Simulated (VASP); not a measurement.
Here is a VASP 6.6.1 calculation.

Contents of INCAR:

```
SYSTEM = GaN
PREC = Accurate ; ENCUT = 520
EDIFF = 1E-6 ; ISMEAR = 0
SIGMA = 0.02 ; LREAL = .FALSE.
LASPH = .TRUE. ; NELM = 100
ALGO = Normal ; ISIF = 2
LWAVE = .FALSE. ; LCHARG = .FALSE.
GGA = PS ; NBANDS = 26
```

Contents of KPOINTS:

```
Automatic mesh
0
G
  12 12 6
  0 0 0
```

Contents of POSCAR:

```
GaN
1.0
    3.1828122999      0.0000000000      0.0000000000
   -1.5914061499      2.7563963072      0.0000000000
    0.0000000000      0.0000000000      5.1852146248
Ga N
2 2
Direct
    0.6666666667      0.3333333333      0.4991756319
    0.3333333333      0.6666666667      0.9991756319
    0.6666666667      0.3333333333      0.8758243681
    0.3333333333      0.6666666667      0.3758243681
```

Potentials or basis: VASP PAW PBE potentials, release 64 (Ga_d, N).

Run with:

```console
$ cat potpaw_PBE.64/Ga_d/POTCAR potpaw_PBE.64/N/POTCAR > POTCAR
$ mpirun -np 1 vasp_std > vasp.out
```

What does it give for the pressure?

-0.2 GPa.

Estimate the band gap on the k mesh.

1.89 eV.

Caveat: the PAW data sets were made with another functional, which shifts forces and pressure a little.
